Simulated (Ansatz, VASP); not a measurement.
**GaAs: VASP beside Ansatz**

Contents of POSCAR:

```
GaAs
1.0
    0.0000000000      2.8268500000      2.8268500000
    2.8268500000      0.0000000000      2.8268500000
    2.8268500000      2.8268500000      0.0000000000
As Ga
1 1
Direct
    0.7500000000      0.7500000000      0.7500000000
    0.0000000000      0.0000000000      0.0000000000
```

The input INCAR.step1:

```
PREC = Accurate
ENCUT = 520
EDIFF = 1E-5
ISMEAR = -1
SIGMA = 0.05
LREAL = False
LASPH = True
NELM = 60
ALGO = Normal
ISIF = 2
LWAVE = True
LCHARG = False
MAGMOM = 0 0 0 0 0 0
LORBIT = 11
LSORBIT = True
GGA_COMPAT = False
NBANDS = 30
GGA = PE
```

INCAR.step2

```
PREC = Accurate
ENCUT = 520
EDIFF = 1E-6
ISMEAR = -1
SIGMA = 0.05
LREAL = False
LASPH = True
NELM = 60
ALGO = Normal
ISIF = 2
LWAVE = False
LCHARG = False
MAGMOM = 0 0 0 0 0 0
LORBIT = 11
LSORBIT = True
GGA_COMPAT = False
GGA = PE
LHFCALC = True
AEXX = 0.25
PRECFOCK = Fast
NBANDS = 30
ISTART = 1
```

KPOINTS

```
regular mesh
0
Gamma
  4 4 4
```

Contents of input.yaml:

```yaml
crystal:
  lattice:
    - [0.0, 2.82685, 2.82685]
    - [2.82685, 0.0, 2.82685]
    - [2.82685, 2.82685, 0.0]
  atoms:
    - { symbol: As, position: [0.75, 0.75, 0.75] }
    - { symbol: Ga, position: [0.0, 0.0, 0.0] }
hamiltonian:
  xc: pbe0
  pseudopotentials: { kind: paw_fr }
magnetization:
  noncollinear: true
  spin_orbit: true
kpoints:
  mp_grid: { grid: [4, 4, 4] }
scf:
  occupations: { method: fermi_dirac, width: 0.05 }
output:
  forces: true
  stress: true
  eigenvalues: true
  write_density: true
  write_potential: true
  elf: true
  volumetric_format: npy
```

Alike in both runs: task single point; functional PBE0; k mesh 4 × 4 × 4; occupations fermi-dirac, width 0.05 eV; spin-orbit coupling, no magnetisation.

|  | VASP | Ansatz |
| --- | --- | --- |
| version | VASP 6.6.1 | Ansatz 0.2.0 |
| potentials or method | VASP PAW PBE potentials, release 64 (As, Ga_d) | Ansatz PAW |
| plane-wave cutoff (eV) | 520 | 420 |
| valence electrons in the cell | 18 | 28 |

VASP gave:

* pressure (GPa): 1.0

Estimate Ansatz's values.

pressure (GPa): 1.2.

With one functional, cell and mesh, what is left measures potentials, basis and numerics. VASP's potentials hold 18 valence electrons a cell and Ansatz's 28, so a difference there can come from the potentials and not from the codes.

The k mesh is coarse, so the values compare programs but aren't converged.
